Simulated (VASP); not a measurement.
# BN (P6_3mc) in VASP: a series of runs, part 3 of 3

VASP 6.6.1. Earlier steps stand in the parts before.

## 6. Single point, PBE

The input, INCAR:

```
SYSTEM = BN
ALGO = Normal
EDIFF = 1E-6
ENCUT = 600
GGA = PE
GGA_COMPAT = .False.
ISIF = 2
ISMEAR = 0
LASPH = .True.
LCHARG = .False.
LREAL = .False.
LWAVE = .False.
NBANDS = 16
NELM = 120
PREC = Accurate
SIGMA = 0.01
```

The input, KPOINTS:

```
k-points
0
Gamma
  3 3 2
  0 0 0
```

The input, POSCAR:

```
BN
1.0
    2.5539396017      0.0000000000      0.0000000000
   -1.2769698009      2.2117765748      0.0000000000
    0.0000000000      0.0000000000      4.2268550000
B N
2 2
Direct
    0.6666666667      0.3333333333      0.9997240000
    0.3333333333      0.6666666667      0.4997240000
    0.6666666667      0.3333333333      0.6252760000
    0.3333333333      0.6666666667      0.1252760000
```

Potentials or basis: VASP PAW PBE potentials, release 64 (B, N).

Run with:

```sh
> cat potpaw_PBE.64/B/POTCAR potpaw_PBE.64/N/POTCAR > POTCAR
> mpirun -np 1 vasp_std > vasp.out
```

OUTCAR:

```text
SYSTEM = BN
   EDIFF = 1E-6
   ENCUT = 600
   GGA = PE
   ISIF = 2
   ISMEAR = 0
   LASPH = .True.
   LREAL = .False.
   NELM = 120
   PREC = Accurate

 ion  position               nearest neighbor table
   1  0.667  0.333  1.000-   4 1.57   4 1.57   4 1.57   3 1.58
   2  0.333  0.667  0.500-   3 1.57   3 1.57   3 1.57   4 1.58
   3  0.667  0.333  0.625-   2 1.57   2 1.57   2 1.57   1 1.58
   4  0.333  0.667  0.125-   1 1.57   1 1.57   1 1.57   2 1.58

  LATTYP: Found a hexagonal cell.
 ALAT       =     2.5539396017
 C/A-ratio  =     1.6550332659

  Lattice vectors:

 A1 = (   2.5539396017,   0.0000000000,   0.0000000000)
 A2 = (  -1.2769698009,   2.2117765748,   0.0000000000)
 A3 = (   0.0000000000,   0.0000000000,   4.2268550000)

Analysis of symmetry for initial positions (statically):
=====================================================================
 Subroutine PRICEL returns:
 Original cell was already a primitive cell.

 Routine SETGRP: Setting up the symmetry group for a
 hexagonal supercell.

 Subroutine GETGRP returns: Found 12 space group operations
 (whereof  6 operations were pure point group operations)
 out of a pool of 24 trial point group operations.

The static configuration has the point symmetry C_3v.
 The point group associated with its full space group is C_6v.

Analysis of symmetry for dynamics (positions and initial velocities):
=====================================================================
 Subroutine PRICEL returns:
 Original cell was already a primitive cell.

 Routine SETGRP: Setting up the symmetry group for a
 hexagonal supercell.

 Subroutine GETGRP returns: Found 12 space group operations
 (whereof  6 operations were pure point group operations)
 out of a pool of 24 trial point group operations.

The dynamic configuration has the point symmetry C_3v.
 The point group associated with its full space group is C_6v.

 Subroutine INISYM returns: Found 12 space group operations
 (whereof  6 operations are pure point group operations),
 and found     1 'primitive' translations

----------------------------------------------------------------------------------------

                                     Primitive cell

  volume of cell :      23.8764

  direct lattice vectors                    reciprocal lattice vectors
     2.553939602  0.000000000  0.000000000     0.391551938  0.226062617  0.000000000
    -1.276969801  2.211776575  0.000000000     0.000000000  0.452125233  0.000000000
     0.000000000  0.000000000  4.226855000     0.000000000  0.000000000  0.236582518

  length of vectors
     2.553939602  2.553939602  4.226855000     0.452125233  0.452125233  0.236582518

  position of ions in fractional coordinates (direct lattice)
     0.666666667  0.333333333  0.999724000
     0.333333333  0.666666667  0.499724000
     0.666666667  0.333333333  0.625276000
     0.333333333  0.666666667  0.125276000

  ion indices of the primitive-cell ions
   primitive index   ion index
                 1           1
                 2           2
                 3           3
                 4           4

----------------------------------------------------------------------------------------

 KPOINTS: k-points

Automatic generation of k-mesh.
 Grid dimensions read from file:
 generate k-points for:    3    3    2

 Generating k-lattice:

  Cartesian coordinates                     Fractional coordinates (reciprocal lattice)
     0.130517313  0.075354206  0.000000000     0.333333333  0.000000000  0.000000000
     0.000000000  0.150708411  0.000000000     0.000000000  0.333333333  0.000000000
     0.000000000  0.000000000  0.118291259     0.000000000  0.000000000  0.500000000

  Length of vectors
     0.150708411  0.150708411  0.118291259

  Shift w.r.t. Gamma in fractional coordinates (k-lattice)
     0.000000000  0.000000000  0.000000000

 Subroutine IBZKPT returns following result:
 ===========================================

 Found      6 irreducible k-points:

 Following reciprocal coordinates:
            Coordinates               Weight
  0.000000  0.000000  0.000000      1.000000
  0.333333  0.000000  0.000000      6.000000
  0.333333  0.333333  0.000000      2.000000
  0.000000  0.000000  0.500000      1.000000
  0.333333  0.000000  0.500000      6.000000
  0.333333  0.333333  0.500000      2.000000
   k-points           NKPTS =      6   k-points in BZ     NKDIM =      6   number of bands    NBANDS=     16
   number of dos      NEDOS =    301   number of ions     NIONS =      4
   total plane-waves  NPLWV =  14400
   dimension x,y,z NGX =    20 NGY =   20 NGZ =   36
   dimension x,y,z NGXF=    40 NGYF=   40 NGZF=   72
   ions per type =               2   2
   NGX,Y,Z   is equivalent  to a cutoff of  13.02, 13.02, 14.16 a.u.
   NGXF,Y,Z  is equivalent  to a cutoff of  26.04, 26.04, 28.32 a.u.
 SYSTEM =  BN
   PREC   = accura    normal or accurate (medium, high low for compatibility)
   ISTART =      0    job   : 0-new  1-cont  2-samecut
   ICHARG =      2    charge: 1-file 2-atom 10-const
   ISPIN  =      1    spin polarized calculation?
   LNONCOLLINEAR =      F non collinear calculations
   LSORBIT =      F    spin-orbit coupling
   LASPH  =      T    aspherical Exc in radial PAW
   ENCUT  =  600.0 eV  44.10 Ry    6.64 a.u.   5.10  5.10  8.44*2*pi/ulx,y,z
   NELM   =    120;   NELMIN=  2; NELMDL= -5     # of ELM steps
   EDIFF  = 0.1E-05   stopping-criterion for ELM
   LREAL  =      F    real-space projection
   EDIFFG = 0.1E-04   stopping-criterion for IOM
   NSW    =      0    number of steps for IOM
   IBRION =     -1    ionic relax: 0-MD 1-quasi-New 2-CG
   NFREE  =      0    steps in history (QN), initial steepest desc. (CG)
   ISIF   =      2    stress and relaxation
   ISYM   =      2    0-nonsym 1-usesym 2-fastsym
   POTIM  = 0.5000    time-step for ionic-motion
   TEBEG  =    0.0;   TEEND  =   0.0 temperature during run
   PSTRESS=    0.0 pullay stress
   NELECT =      16.0000    total number of electrons
   NUPDOWN=      -1.0000    fix difference up-down
   EMIN   =  10.00;   EMAX   =-10.00  energy-range for DOS
   EFERMI =   0.00;   METHOD = LEGACY
   ISMEAR =     0;   SIGMA  =   0.01  broadening in eV -4-tet -1-fermi 0-gaus
   EFERMI_NEDOS =   21; number of points for ismear=-14 and -15
   IALGO  =     38    algorithm
   IMIX   =      4    mixing-type and parameters
     AMIX     =   0.40;   BMIX     =  1.00
     AMIX_MAG =   1.60;   BMIX_MAG =  1.00
  volume/ion in A,a.u.               =       5.97        40.28
  Fermi-wavevector in a.u.,A,eV,Ry     =   1.432600  2.707222 27.923836  2.052344
  Thomas-Fermi vector in A             =   2.552210
   LORBIT       =      0    0 simple, 1 ext, 2 COOP (PROOUT), +10 PAW based schemes
   GGA     = PE    functional components
   LHFCALC =     F    Hartree Fock is set to
   AEXX    =    0.0000 exact exchange contribution
   IVDW    =     0    specifies the selected vdW correction
   LEPSILON=     F    determine dielectric tensor
   LRPA    =     F    only Hartree local field effects (RPA)
 non-spin polarized calculation
 Gauss-broadening in eV      SIGMA  =   0.01
  energy-cutoff  :      600.00
  volume of cell :       23.88
 maximum number of plane-waves:       805
   NGX = 11   NGY = 11   NGZ = 17

 number of electron      16.0000003 magnetization

 Free energy of the ion-electron system (eV)
  ---------------------------------------------------
  ext. energy  EPLUGINS =         0.00000000
  ---------------------------------------------------
  free energy    TOTEN  =       -34.45674283 eV

  energy without entropy =      -34.45674283  energy(sigma->0) =      -34.45674283

 E-fermi :   7.6412     XC(G=0): -12.7427

 val. band max:        7.5012024738   @ k =   0.0000   0.0000   0.0000
 cond. band min:      12.6475559952   @ k =   0.3333   0.3333   0.0000
 fundamental gap:      5.1463535214
 Fermi energy:         7.6411664843

 k-point     1 :       0.0000    0.0000    0.0000
  band No.  band energies     occupation
      1     -12.8173      2.00000
      2      -8.7065      2.00000
      3      -3.3623      2.00000
      4       5.3898      2.00000
      5       5.3898      2.00000
      6       7.2233      2.00000
[... 91 lines left out ...]
      3      -1.3038      2.00000
      4      -1.3038      2.00000
      5      -0.1802      2.00000
      6      -0.1802      2.00000
[... 8 lines left out ...]
     15      23.9840      0.00000
     16      23.9840      0.00000

------------------------ aborting loop because EDIFF is reached ----------------------------------------

  FORCE on cell =-STRESS in cart. coord.  units (eV):
  Direction    XX          YY          ZZ          XY          YZ          ZX
  --------------------------------------------------------------------------------------
  -------------------------------------------------------------------------------------
  Total        0.5572529      0.5572529     -0.3425411     -0.0000000      0.0000000     -0.0000000
  in kB       37.3932932     37.3932932    -22.9855061     -0.0000000      0.0000000     -0.0000000
  external PRESSURE =      17.2670268 kB  Pullay stress =       0.0000000 kB

 VOLUME and BASIS-vectors are now :
 -----------------------------------------------------------------------------
  energy-cutoff  :      600.00
  volume of cell :       23.88
      direct lattice vectors                 reciprocal lattice vectors
     2.553939602  0.000000000  0.000000000     0.391551938  0.226062617  0.000000000
    -1.276969801  2.211776575  0.000000000     0.000000000  0.452125233  0.000000000
     0.000000000  0.000000000  4.226855000     0.000000000  0.000000000  0.236582518

 POSITION                                       TOTAL-FORCE (eV/Angst)
 -----------------------------------------------------------------------------------
      1.27697      0.73726      4.22569        -0.000000      0.000000      0.242163
     -0.00000      1.47452      2.11226         0.000000     -0.000000      0.242163
      1.27697      0.73726      2.64295        -0.000000     -0.000000     -0.242163
     -0.00000      1.47452      0.52952        -0.000000     -0.000000     -0.242163
 -----------------------------------------------------------------------------------
    total drift:                                0.000000      0.000000      0.000446

  FREE ENERGIE OF THE ION-ELECTRON SYSTEM (eV)
  ---------------------------------------------------
  free  energy   TOTEN  =       -34.4567428284 eV

  energy  without entropy=      -34.4567428284  energy(sigma->0) =      -34.45674283
```

OSZICAR:

```text
N       E                     dE             d eps       ncg     rms          rms(c)
DAV:   1     0.493162725394E+02    0.49316E+02   -0.91486E+03   192   0.108E+03
DAV:   2    -0.338396425531E+02   -0.83156E+02   -0.77932E+02   288   0.267E+02
DAV:   3    -0.364753672248E+02   -0.26357E+01   -0.26267E+01   208   0.447E+01
DAV:   4    -0.364822223795E+02   -0.68552E-02   -0.68548E-02   224   0.244E+00
DAV:   5    -0.364822434145E+02   -0.21035E-04   -0.21035E-04   208   0.123E-01    0.957E+00
DAV:   6    -0.346196242696E+02    0.18626E+01   -0.23205E+00   240   0.148E+01    0.449E+00
DAV:   7    -0.344848547067E+02    0.13477E+00   -0.36093E-01   232   0.490E+00    0.276E+00
DAV:   8    -0.344579961752E+02    0.26859E-01   -0.56132E-02   208   0.195E+00    0.279E-01
DAV:   9    -0.344564021198E+02    0.15941E-02   -0.22779E-03   208   0.638E-01    0.140E-01
DAV:  10    -0.344567328190E+02   -0.33070E-03   -0.57468E-04   224   0.196E-01    0.256E-02
DAV:  11    -0.344567419119E+02   -0.90930E-05   -0.34981E-05   240   0.584E-02    0.147E-02
DAV:  12    -0.344567428284E+02   -0.91649E-06   -0.61658E-06   224   0.252E-02
   1 F= -.34456743E+02 E0= -.34456743E+02  d E =-.523452E-88
```

stdout:

```text
POSCAR found type information on POSCAR B N
 POSCAR found :  2 types and       4 ions
 scaLAPACK will be used
 LDA part: xc-table for (Slater+PW92), standard interpolation
 POSCAR, INCAR and KPOINTS ok, starting setup
 FFT: planning ... GRIDC
 FFT: planning ... GRID_SOFT
 FFT: planning ... GRID
 WAVECAR not read
 entering main loop
```

Run time: 6.9 s. Hardware: 1 thread of Intel Xeon 8259CL, shared host; peak memory 0.13 GiB.

What came out:

```yaml
Free_energy: -34.4567 eV
Pressure: 1.7 GPa
Largest_force: 0.242 eV/Å
Band_gap_on_the_k_mesh: 5.15 eV, indirect (least direct gap 8.28 eV)
```

Forces on the atoms (eV/Å):
```
B    0.000  0.000  0.242
B    0.000  0.000  0.242
N    0.000  0.000 -0.242
N    0.000  0.000 -0.242
```

Stress tensor (GPa, compression positive):
```
 3.74  0.00  0.00
 0.00  3.74  0.00
 0.00  0.00 -2.30
```

Caveat: the k points lie up to 0.95 Å⁻¹ apart. A k mesh can miss the band edges.

## 7. The runs side by side

```csv
level,potentials or basis,k mesh,cutoff (eV),smearing,gap on the mesh (eV),pressure (GPa),largest force (eV/Å)
PBE,"VASP PAW PBE potentials, release 64 (B, N)",6 × 6 × 4,520,gaussian 0.1 eV,5.20,0.2,0.02
LDA,"VASP PAW LDA potentials, release 64 (B, N)",6 × 6 × 4,520,gaussian 0.1 eV,4.96,-12.9,0.03
PBE,"VASP PAW PBE potentials, release 64 (B, N)",3 × 3 × 1,600,methfessel-paxton 0.63 eV,5.13,4.3,1.24
PBE,"VASP PAW PBE potentials, release 64 (B, N)",3 × 3 × 2,600,gaussian 0.01 eV,5.15,1.7,0.24
```

Alike in all rows: task single point; no spin polarisation; cell as given.

Caveats: all runs use coarse meshes; forces of over 1 eV/Å act on the atoms, so gaps and moduli don't describe the material at rest (some runs).

Total energies depend on the potentials used, so only differences within one code and one set of settings carry meaning.
